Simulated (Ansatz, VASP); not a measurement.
**AgPt3: VASP beside Ansatz**

```
Ag Pt
1.0
     3.90000    0.00000    0.00000
     0.00000    3.90000    0.00000
     0.00000    0.00000    3.93900
Ag Pt
1 3
Direct
  0.00000 0.00000 0.00000
  0.00000 0.50000 0.50000
  0.50000 0.00000 0.50000
  0.50000 0.50000 0.00000
```

Change from the starting cell: zz strain of +1 %, PAW files.

Alike in both runs: task electric field gradients; functional LDA; k mesh 9 × 9 × 9; occupations fermi-dirac, width 0.08 eV; no spin polarisation.

```csv
,VASP,Ansatz
version,VASP 6.6.1,Ansatz 0.2.0
potentials or method,"VASP PAW LDA potentials, release 64 (Ag, Pt)","PAW with Ansatz's default frozen-core files, scalar-relativistic"
plane-wave cutoff (eV),520,420
valence electrons in the cell,41,73
```

|  | VASP | Ansatz | Ansatz less VASP |
| --- | --- | --- | --- |
| pressure (GPa) | 0.2 | -0.3 | -0.57 |
| traceless stress, the component that is largest in VASP (GPa) | -0.74 | -0.74 | -0.002 |
| size of Vzz on the site where it differs most (V/Å²) | 16.6 | 9.0 | -7.67 |

LDA's correlation is that of Perdew and Zunger in VASP and of Perdew and Wang (1992) in Ansatz. VASP's potentials hold 41 valence electrons a cell and Ansatz's 73, so a difference there can come from the potentials and not from the codes.

Neither program's run includes spin-orbit coupling.
